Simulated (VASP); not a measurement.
Crystal: TaAl2ZnN4.

```xyz
8
Lattice="4.0616 0.0000 0.0000 0.0000 4.0616 0.0000 0.0000 0.0000 5.1535" Properties=species:S:1:pos:R:3 pbc="T T T"
Ta    2.0308    2.0308    0.0000
Al    0.0000    0.0000    3.8651
Al    0.0000    0.0000    1.2884
Zn    2.0308    2.0308    2.5767
N     2.0308    0.0000    3.8651
N     0.0000    2.0308    3.8651
N     2.0308    0.0000    1.2884
N     0.0000    2.0308    1.2884
```

- Program: VASP 6.6.1
- Task: relaxation of cell and atoms
- Functional: PBE
- Potentials or basis: VASP PAW PBE potentials, release 64 (Ta_pv, Al, Zn, N)
- Cutoff: 600 eV
- k mesh: 4 × 4 × 4
- Occupations: gaussian, width 0.1 eV
- Spin: no spin polarisation

At the start: pressure -8.6 GPa; volume 10.63 Å³/atom.

Q: How do energy, volume and symmetry change on relaxing?

A: Over 13 steps the energy falls by 453.5 meV/atom; space group P4/mmm (No. 123, to 0.1 Å) before and after.

The path:
```csv
step,energy change (eV),largest force (eV/Å),pressure (GPa),volume (Å³)
1,0.0000,1.0608,-8.63,85.01
2,-3.0694,0.5959,18.94,76.99
3,-3.1391,0.6012,14.34,77.80
4,-3.4285,0.7424,-5.60,86.50
5,-3.4717,0.6918,-0.95,84.01
6,-3.5506,0.4390,-1.03,84.24
7,-3.5935,0.2502,-0.86,84.64
8,-3.6116,0.2415,3.12,83.99
9,-3.6158,0.2555,1.88,84.19
10,-3.6236,0.0539,-1.42,85.78
11,-3.6267,0.1072,-0.32,85.23
12,-3.6280,0.0529,-0.02,85.08
13,-3.6283,0.0196,0.14,84.99
```

Final structure:
```
Ta Al Zn N
1.0
     3.74280    0.00000    0.00000
     0.00000    3.74280    0.00000
     0.00000    0.00000    6.06686
Ta Al Zn N
1 2 1 4
Direct
  0.50000 0.50000 0.00000
  0.00000 0.00000 0.73266
  0.00000 0.00000 0.26734
  0.50000 0.50000 0.50000
  0.50000 0.00000 0.78461
  0.00000 0.50000 0.78461
  0.50000 0.00000 0.21539
  0.00000 0.50000 0.21539
```

Caveat: the k points lie up to 0.42 Å⁻¹ apart in the final cell, too coarse for converged energies and pressures of a metal; a cell axis changed by over 15 % at a fixed basis, so the end point is rough.
